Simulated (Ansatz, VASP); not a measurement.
## BSe in VASP and in Ansatz

```
CELL_PARAMETERS angstrom
0.00000 2.35247 2.35247
2.35247 0.00000 2.35247
2.35247 2.35247 0.00000
ATOMIC_POSITIONS crystal
B 0.00000 0.00000 0.00000
Se 0.50000 0.50000 0.50000
```

Alike in both runs: functional PBE; k mesh 20 × 20 × 20; occupations gaussian, width 0.1 eV; no spin polarisation.

Ansatz relaxed the structure, and its values are those at the end. VASP's run is a single point on that final structure, the one shown.

|  | VASP | Ansatz |
| --- | --- | --- |
| version | VASP 6.6.1 | Ansatz 0.2.0 |
| potentials or method | VASP PAW PBE potentials, release 64 (B, Se), cutoff 500 eV | scalar-relativistic, plane waves, PAW |
| valence electrons in the cell | 9 | 19 |

```csv
,VASP,Ansatz,Ansatz less VASP
gap on the k mesh at the Fermi level (eV),none,none,-
pressure (GPa),0.1,0.0,-0.11
```

A gap of «none» marks a metal or a gap that the smearing closes. With one functional, cell and mesh, what is left measures potentials, basis and numerics. VASP's potentials hold 9 valence electrons a cell and Ansatz's 19, so a difference there can come from the potentials and not from the codes.
